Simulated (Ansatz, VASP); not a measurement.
## Tc: VASP beside Ansatz

File INCAR:

```
SYSTEM = Tc
PREC = Accurate
ENCUT = 500
EDIFF = 1E-6
ISMEAR = 0
SIGMA = 0.05
LREAL = .False.
LASPH = .True.
NELM = 120
ALGO = Normal
ISIF = 2
LWAVE = .False.
LCHARG = .True.
GGA = PE
LELF = .True.
LVHAR = .True.
NBANDS = 12
GGA_COMPAT = .False.
```

File KPOINTS:

```
regular mesh
0
Gamma
  10 10 10
  0 0 0
```

POSCAR

```
Tc
1.0
   -1.5519859231      1.5519859231      1.5519859231
    1.5519859231     -1.5519859231      1.5519859231
    1.5519859231      1.5519859231     -1.5519859231
Tc
1
Direct
    0.0000000000      0.0000000000      0.0000000000
```

Input for Ansatz:

```yaml
crystal:
  lattice:
    - [-1.5519859231, 1.5519859231, 1.5519859231]
    - [1.5519859231, -1.5519859231, 1.5519859231]
    - [1.5519859231, 1.5519859231, -1.5519859231]
  atoms:
    - { symbol: Tc, position: [0.0, 0.0, 0.0] }
basis:
  ecutwfc: 600
  ecutrho_ratio: 5
kpoints:
  mp_grid: { grid: [10, 10, 10] }
hamiltonian:
  xc: pbe
scf:
  occupations: { method: gaussian, width: 0.05 }
output:
  forces: true
  stress: true
  eigenvalues: true
```

Alike in both runs: task single point; functional PBE; k mesh 10 × 10 × 10; occupations gaussian, width 0.05 eV; no spin polarisation.

|  | VASP | Ansatz |
| --- | --- | --- |
| version | VASP 6.6.1 | Ansatz 0.2.0 |
| potentials or method | VASP PAW PBE potentials, release 64 (Tc_pv), cutoff 500 eV | scalar-relativistic, plane waves, PAW |
| valence electrons in the cell | 13 | 15 |

|  | VASP | Ansatz | Ansatz less VASP |
| --- | --- | --- | --- |
| gap on the k mesh at the Fermi level (eV) | none | none | - |
| pressure (GPa) | -7.1 | -6.4 | +0.73 |

A gap of «none» marks a metal or a gap that the smearing closes. VASP's potentials hold 13 valence electrons a cell and Ansatz's 15, so a difference there can come from the potentials and not from the codes.
